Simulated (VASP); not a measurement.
Si3O2:

```
Si O
1.0
     4.50122    0.00000    0.00000
     0.00000    4.50122    0.00000
     0.00000    0.00000    3.33570
Si O
3 2
Direct
  0.50000 0.50000 0.47939
  0.50000 0.50000 0.97837
  0.00000 0.00000 0.53121
  0.50000 0.00000 0.41683
  0.00000 0.50000 0.41683
```

| Property | Result |
| --- | --- |
| Program | VASP 6.6.1 |
| Task | relaxation of cell and atoms |
| Functional | PBE |
| Potentials or basis | VASP PAW PBE potentials, release 64 (Si, O) |
| Cutoff | 600 eV |
| k mesh | 4 × 4 × 6 |
| Occupations | gaussian, width 0.1 eV |
| Spin | no spin polarisation |

At the start: pressure 53.4 GPa; volume 13.52 Å³/atom.

Task: Where does the relaxation end?

Result: Over 33 steps the energy falls by 2843.5 meV/atom and the volume is 11.83 Å³/atom (-12.5 %); space group P4mm (No. 99, to 0.05 Å).

The path:
```
step  energy change (eV)  largest force (eV/Å)  pressure (GPa)  volume (Å³)
   1              0.0000                0.3278           53.43        67.58
   2             -6.9068                0.7303          -23.51       106.34
   3             -9.7112                0.6181          -10.55        88.35
   4             -9.7236                0.6809          -11.17        89.14
   5            -10.6922                1.5166           -3.64        76.41
   6            -10.7522                1.8107            0.07        73.29
   7            -10.9880                1.9086            0.76        71.32
   8            -11.1528                2.9583            2.25        68.60
   9            -10.6236                8.7469           15.68        63.32
  10            -11.1670                3.3882            2.85        68.04
  11            -11.2513                3.5034            2.69        67.71
  12            -11.5156                3.9112            2.71        66.72
  13            -12.0125                4.6812            3.15        64.73
  14            -12.6273                5.8857            8.27        60.76
  15            -12.9778                4.7586            5.45        60.58
  16            -13.1280                4.1664            3.49        60.36
  17            -13.0807                3.3387            2.75        59.87
  18            -13.1604                3.7932            2.77        60.18
  19            -13.3730                3.3896            0.19        60.56
  20            -13.7841                1.7877           -5.36        61.68
  21            -13.0370                5.2665           -5.02        63.78
  22            -13.8149                1.2630           -6.30        62.02
  23            -13.8248                0.8907           -6.83        62.25
  24            -13.9446                0.4913           -2.91        60.71
  25            -13.9746                0.7802            0.23        59.65
  26            -14.0691                0.5890            1.28        59.19
  27            -14.1124                1.2660            3.26        58.52
  28            -14.1746                0.8772            0.32        59.27
  29            -14.1899                0.5196           -1.64        59.78
  30            -14.2133                0.3946           -0.04        59.26
  31            -14.2134                0.4049            0.05        59.23
  32            -14.2172                0.0570            0.19        59.17
  33            -14.2173                0.0374            0.22        59.16
```

Final structure:
```
CELL_PARAMETERS angstrom
3.39850 0.00000 0.00000
0.00000 3.39850 0.00000
0.00000 0.00000 5.12183
ATOMIC_POSITIONS crystal
Si 0.50000 0.50000 0.33745
Si 0.50000 0.50000 0.89611
Si 0.00000 0.00000 0.72285
O 0.50000 0.00000 0.43312
O 0.00000 0.50000 0.43312
```
